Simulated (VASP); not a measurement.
# SnPb3Se4 (Cmmm) in VASP: single point with PBE

Aim: the single point of SnPb3Se4 with PBE.

All numbers are computed with VASP 6.6.1; they aren't measurements. Logs are shortened: lines on timing, memory, paths and dates and some standing lists are left out, and cuts for length are marked.

### 1 The cell of the first run

It takes space group Cmmm (No. 65, orthorhombic). The conventional cell has a = 8.742 Å, b = 12.363 Å, c = 4.371 Å, α = 90.00°, β = 90.00°, γ = 90.00°. Sn (site symmetry mmm) has 6 Se at 3.06 Å within 4.0 Å. Pb (site symmetry 2/m) has 6 Se at 3.09 Å within 4.1 Å. Within 4.1 Å of Pb (site symmetry mmm) lie 6 Se at 3.12 Å. Se (site symmetry m2m) has 1 Sn at 3.06 Å and 5 Pb at 3.09 to 3.12 Å within 4.0 Å. Se (site symmetry 2mm) has 2 Sn at 3.06 Å and 4 Pb at 3.09 to 3.12 Å within 4.0 Å.

### 2 Single point, PBE

INCAR reads:

```
SYSTEM = SnPb3Se4
PREC     = Accurate       ! precision mode
ENCUT    = 520            ! plane-wave cutoff, eV
EDIFF    = 1E-6           ! SCF threshold, eV
ISMEAR   = 0              ! smearing method
SIGMA    = 0.1            ! smearing width, eV
LREAL    = .FALSE.        ! projectors in reciprocal space
LASPH    = .TRUE.         ! aspherical terms in the spheres
NELM     = 100            ! most SCF steps
ALGO     = Normal         ! electronic algorithm
ISIF     = 2              ! what is computed and relaxed
LWAVE    = .FALSE.        ! write WAVECAR
LCHARG   = .FALSE.        ! write CHGCAR
GGA      = PE             ! functional
NBANDS   = 50             ! bands
```

KPOINTS reads:

```
Automatic mesh
0
G
  4 4 4
  0 0 0
```

POSCAR reads:

```
SnPb3Se4
1.0
    4.3709980000     -6.1815270000      0.0000000000
    4.3709980000      6.1815270000      0.0000000000
    0.0000000000      0.0000000000      4.3711930000
Sn Pb Se
1 3 4
Direct
    0.0000000000      0.0000000000      0.0000000000
    0.0000000000      0.5000000000      0.5000000000
    0.5000000000      0.0000000000      0.5000000000
    0.5000000000      0.5000000000      0.0000000000
    0.7527070000      0.2472930000      0.0000000000
    0.7553140000      0.7553140000      0.5000000000
    0.2446860000      0.2446860000      0.5000000000
    0.2472930000      0.7527070000      0.0000000000
```

Potentials or basis: VASP PAW PBE potentials, release 64 (Sn_d, Pb_d, Se).

On the command line:

```sh
cat potpaw_PBE.64/Sn_d/POTCAR potpaw_PBE.64/Pb_d/POTCAR potpaw_PBE.64/Se/POTCAR > POTCAR
mpirun -np 1 vasp_std > vasp.out
```

OUTCAR:

```text
SYSTEM = SnPb3Se4
   PREC = Accurate
   ENCUT = 520
   EDIFF = 1E-6
   ISMEAR = 0
   LREAL = .FALSE.
   LASPH = .TRUE.
   NELM = 100
   ISIF = 2
   GGA = PE

 ion  position               nearest neighbor table
   1  0.000  0.000  0.000-   5 3.06   8 3.06   7 3.06   6 3.06   6 3.06   7 3.06
   2  0.000  0.500  0.500-   5 3.09   8 3.09   5 3.09   8 3.09   7 3.09   6 3.09
   3  0.500  0.000  0.500-   5 3.09   8 3.09   5 3.09   8 3.09   7 3.09   6 3.09
   4  0.500  0.500  0.000-   6 3.12   7 3.12   6 3.12   7 3.12   5 3.12   8 3.12
   5  0.753  0.247  0.000-   1 3.06   2 3.09   3 3.09   2 3.09   3 3.09   4 3.12
   6  0.755  0.755  0.500-   1 3.06   1 3.06   3 3.09   2 3.09   4 3.12   4 3.12
   7  0.245  0.245  0.500-   1 3.06   1 3.06   3 3.09   2 3.09   4 3.12   4 3.12
   8  0.247  0.753  0.000-   1 3.06   2 3.09   3 3.09   2 3.09   3 3.09   4 3.12

  LATTYP: Found a base centered orthorhombic cell.
 ALAT       =     8.7419960000
 B/A-ratio  =     1.4142140994
 C/A-ratio  =     0.5000223061

  Lattice vectors:

 A1 = (   4.3709980000,  -6.1815270000,   0.0000000000)
 A2 = (   4.3709980000,   6.1815270000,   0.0000000000)
 A3 = (   0.0000000000,   0.0000000000,   4.3711930000)

Analysis of symmetry for initial positions (statically):
=====================================================================
 Subroutine PRICEL returns:
 Original cell was already a primitive cell.

 Routine SETGRP: Setting up the symmetry group for a
 base centered orthorhombic supercell.

 Subroutine GETGRP returns: Found  8 space group operations
 (whereof  8 operations were pure point group operations)
 out of a pool of  8 trial point group operations.

The static configuration has the point symmetry D_2h.

Analysis of symmetry for dynamics (positions and initial velocities):
=====================================================================
 Subroutine PRICEL returns:
 Original cell was already a primitive cell.

 Routine SETGRP: Setting up the symmetry group for a
 base centered orthorhombic supercell.

 Subroutine GETGRP returns: Found  8 space group operations
 (whereof  8 operations were pure point group operations)
 out of a pool of  8 trial point group operations.

The dynamic configuration has the point symmetry D_2h.

 Subroutine INISYM returns: Found  8 space group operations
 (whereof  8 operations are pure point group operations),
 and found     1 'primitive' translations

----------------------------------------------------------------------------------------

                                     Primitive cell

  volume of cell :     236.2144

  direct lattice vectors                    reciprocal lattice vectors
     4.370998000 -6.181527000  0.000000000     0.114390352 -0.080886163  0.000000000
     4.370998000  6.181527000  0.000000000     0.114390352  0.080886163  0.000000000
     0.000000000  0.000000000  4.371193000     0.000000000  0.000000000  0.228770498

  length of vectors
     7.570792532  7.570792532  4.371193000     0.140098979  0.140098979  0.228770498

  position of ions in fractional coordinates (direct lattice)
     0.000000000  0.000000000  0.000000000
     0.000000000  0.500000000  0.500000000
     0.500000000  0.000000000  0.500000000
     0.500000000  0.500000000  0.000000000
     0.752707000  0.247293000  0.000000000
     0.755314000  0.755314000  0.500000000
     0.244686000  0.244686000  0.500000000
     0.247293000  0.752707000  0.000000000

  ion indices of the primitive-cell ions
   primitive index   ion index
                 1           1
                 2           2
                 3           3
                 4           4
                 5           5
                 6           6
                 7           7
                 8           8

----------------------------------------------------------------------------------------

 KPOINTS: Automatic mesh

Automatic generation of k-mesh.
 Grid dimensions read from file:
 generate k-points for:    4    4    4

 Generating k-lattice:

  Cartesian coordinates                     Fractional coordinates (reciprocal lattice)
     0.028597588 -0.020221541  0.000000000     0.250000000  0.000000000  0.000000000
     0.028597588  0.020221541  0.000000000     0.000000000  0.250000000  0.000000000
     0.000000000  0.000000000  0.057192625     0.000000000  0.000000000  0.250000000

  Length of vectors
     0.035024745  0.035024745  0.057192625

  Shift w.r.t. Gamma in fractional coordinates (k-lattice)
     0.000000000  0.000000000  0.000000000

 Subroutine IBZKPT returns following result:
 ===========================================

 Found     21 irreducible k-points:

 Following reciprocal coordinates:
            Coordinates               Weight
  0.000000  0.000000  0.000000      1.000000
  0.250000 -0.000000  0.000000      4.000000
  0.500000 -0.000000  0.000000      2.000000
  0.250000  0.250000  0.000000      2.000000
  0.500000  0.250000  0.000000      4.000000
 -0.250000  0.250000  0.000000      2.000000
[... 13 lines left out ...]
 -0.250000  0.250000  0.500000      2.000000
  0.500000  0.500000  0.500000      1.000000
   k-points           NKPTS =     21   k-points in BZ     NKDIM =     21   number of bands    NBANDS=     50
   number of dos      NEDOS =    301   number of ions     NIONS =      8
   total plane-waves  NPLWV = 112896
   dimension x,y,z NGX =    56 NGY =   56 NGZ =   36
   dimension x,y,z NGXF=   112 NGYF=  112 NGZF=   72
   ions per type =               1   3   4
   NGX,Y,Z   is equivalent  to a cutoff of  12.30, 12.30, 13.69 a.u.
   NGXF,Y,Z  is equivalent  to a cutoff of  24.59, 24.59, 27.38 a.u.
 SYSTEM =  SnPb3Se4
   PREC   = accura    normal or accurate (medium, high low for compatibility)
   ISTART =      0    job   : 0-new  1-cont  2-samecut
   ICHARG =      2    charge: 1-file 2-atom 10-const
   ISPIN  =      1    spin polarized calculation?
   LNONCOLLINEAR =      F non collinear calculations
   LSORBIT =      F    spin-orbit coupling
   LASPH  =      T    aspherical Exc in radial PAW
   ENCUT  =  520.0 eV  38.22 Ry    6.18 a.u.  14.08 14.08  8.13*2*pi/ulx,y,z
   NELM   =    100;   NELMIN=  2; NELMDL= -5     # of ELM steps
   EDIFF  = 0.1E-05   stopping-criterion for ELM
   LREAL  =      F    real-space projection
   EDIFFG = 0.1E-04   stopping-criterion for IOM
   NSW    =      0    number of steps for IOM
   IBRION =     -1    ionic relax: 0-MD 1-quasi-New 2-CG
   NFREE  =      0    steps in history (QN), initial steepest desc. (CG)
   ISIF   =      2    stress and relaxation
   ISYM   =      2    0-nonsym 1-usesym 2-fastsym
   POTIM  = 0.5000    time-step for ionic-motion
   TEBEG  =    0.0;   TEEND  =   0.0 temperature during run
   PSTRESS=    0.0 pullay stress
   NELECT =      80.0000    total number of electrons
   NUPDOWN=      -1.0000    fix difference up-down
   EMIN   =  10.00;   EMAX   =-10.00  energy-range for DOS
   EFERMI =   0.00;   METHOD = LEGACY
   ISMEAR =     0;   SIGMA  =   0.10  broadening in eV -4-tet -1-fermi 0-gaus
   EFERMI_NEDOS =   21; number of points for ismear=-14 and -15
   IALGO  =     38    algorithm
   IMIX   =      4    mixing-type and parameters
     AMIX     =   0.40;   BMIX     =  1.00
     AMIX_MAG =   1.60;   BMIX_MAG =  1.00
  volume/ion in A,a.u.               =      29.53       199.26
  Fermi-wavevector in a.u.,A,eV,Ry     =   1.141132  2.156428 17.717278  1.302183
  Thomas-Fermi vector in A             =   2.277833
   LORBIT       =      0    0 simple, 1 ext, 2 COOP (PROOUT), +10 PAW based schemes
   GGA     = PE    functional components
   LHFCALC =     F    Hartree Fock is set to
   AEXX    =    0.0000 exact exchange contribution
   IVDW    =     0    specifies the selected vdW correction
   LEPSILON=     F    determine dielectric tensor
   LRPA    =     F    only Hartree local field effects (RPA)
 non-spin polarized calculation
 Gauss-broadening in eV      SIGMA  =   0.10
  energy-cutoff  :      520.00
  volume of cell :      236.21
 maximum number of plane-waves:      6384
   NGX = 29   NGY = 29   NGZ = 17

 number of electron      80.0000013 magnetization

 Free energy of the ion-electron system (eV)
  ---------------------------------------------------
  ext. energy  EPLUGINS =         0.00000000
  ---------------------------------------------------
  free energy    TOTEN  =       -32.79444971 eV

  energy without entropy =      -32.78988925  energy(sigma->0) =      -32.79216948

 E-fermi :   4.9516     XC(G=0):  -9.3583

 val. band max:        4.9455841300   @ k =   0.0000   0.0000   0.0000
 cond. band min:       4.9665841558   @ k =   0.5000   0.5000   0.5000
 fundamental gap:      0.0210000258
 Fermi energy:         4.9516305990

 k-point     1 :       0.0000    0.0000    0.0000
  band No.  band energies     occupation
      1     -16.7254      2.00000
      2     -16.7180      2.00000
      3     -16.7173      2.00000
      4     -16.7159      2.00000
      5     -16.7153      2.00000
      6     -12.2267      2.00000
[... 42 lines left out ...]
     49       9.1963      0.00000
     50       9.2027      0.00000

 k-point     2 :       0.2500   -0.0000    0.0000
  band No.  band energies     occupation
      1     -16.7254      2.00000
      2     -16.7180      2.00000
      3     -16.7173      2.00000
      4     -16.7159      2.00000
      5     -16.7153      2.00000
      6     -12.2211      2.00000
[... 42 lines left out ...]
     49       8.5637      0.00000
     50       8.5975      0.00000

 k-point     3 :       0.5000   -0.0000    0.0000
  band No.  band energies     occupation
      1     -16.7254      2.00000
      2     -16.7180      2.00000
      3     -16.7173      2.00000
      4     -16.7159      2.00000
      5     -16.7153      2.00000
      6     -12.2146      2.00000
[... 943 lines left out ...]
     49       8.8003      0.00000
     50       8.8183      0.00000

 k-point    21 :       0.5000    0.5000    0.5000
  band No.  band energies     occupation
      1     -16.7255      2.00000
      2     -16.7195      2.00000
      3     -16.7179      2.00000
      4     -16.7155      2.00000
      5     -16.7117      2.00000
      6     -12.2263      2.00000
[... 42 lines left out ...]
     49       9.9893      0.00000
     50      10.0515      0.00000

------------------------ aborting loop because EDIFF is reached ----------------------------------------

  FORCE on cell =-STRESS in cart. coord.  units (eV):
  Direction    XX          YY          ZZ          XY          YZ          ZX
  --------------------------------------------------------------------------------------
  -------------------------------------------------------------------------------------
  Total       -0.1741840     -0.2099906     -0.1655300      0.0000000      0.0000000      0.0000000
  in kB       -1.1814425     -1.4243086     -1.1227442      0.0000000      0.0000000      0.0000000
  external PRESSURE =      -1.2428318 kB  Pullay stress =       0.0000000 kB

 VOLUME and BASIS-vectors are now :
 -----------------------------------------------------------------------------
  energy-cutoff  :      520.00
  volume of cell :      236.21
      direct lattice vectors                 reciprocal lattice vectors
     4.370998000 -6.181527000  0.000000000     0.114390352 -0.080886163  0.000000000
     4.370998000  6.181527000  0.000000000     0.114390352  0.080886163  0.000000000
     0.000000000  0.000000000  4.371193000     0.000000000  0.000000000  0.228770498

 POSITION                                       TOTAL-FORCE (eV/Angst)
 -----------------------------------------------------------------------------------
      0.00000      0.00000      0.00000        -0.000000      0.000000      0.000000
      2.18550      3.09076      2.18560        -0.000000      0.000000      0.000000
      2.18550     -3.09076      2.18560        -0.000000     -0.000000      0.000000
      4.37100      0.00000      0.00000        -0.000000      0.000000      0.000000
      4.37100     -3.12423      0.00000        -0.000000     -0.001944      0.000000
      6.60295      0.00000      2.18560        -0.003420      0.000000     -0.000000
      2.13904      0.00000      2.18560         0.003420      0.000000      0.000000
      4.37100      3.12423      0.00000        -0.000000      0.001944      0.000000
 -----------------------------------------------------------------------------------
    total drift:                                0.000000      0.000000     -0.000000

  FREE ENERGIE OF THE ION-ELECTRON SYSTEM (eV)
  ---------------------------------------------------
  free  energy   TOTEN  =       -32.7944497097 eV

  energy  without entropy=      -32.7898892450  energy(sigma->0) =      -32.79216948
```

It took 6.8 min on 1 thread of Intel Xeon 8259CL, shared host; peak memory 0.46 GiB.

What came out:

```
Free energy   : -32.7944 eV
Pressure      : -0.1 GPa
Largest force : 0.003 eV/Å
```

Forces in eV/Å, atoms in the order of the input:
```
Sn   0.000  0.000  0.000
Pb   0.000  0.000  0.000
Pb   0.000  0.000  0.000
Pb   0.000  0.000  0.000
Se   0.000 -0.002  0.000
Se  -0.003  0.000  0.000
Se   0.003  0.000  0.000
Se   0.000  0.002  0.000
```

Caveat: spin-orbit coupling is left out, which moves the levels of the heavy elements.
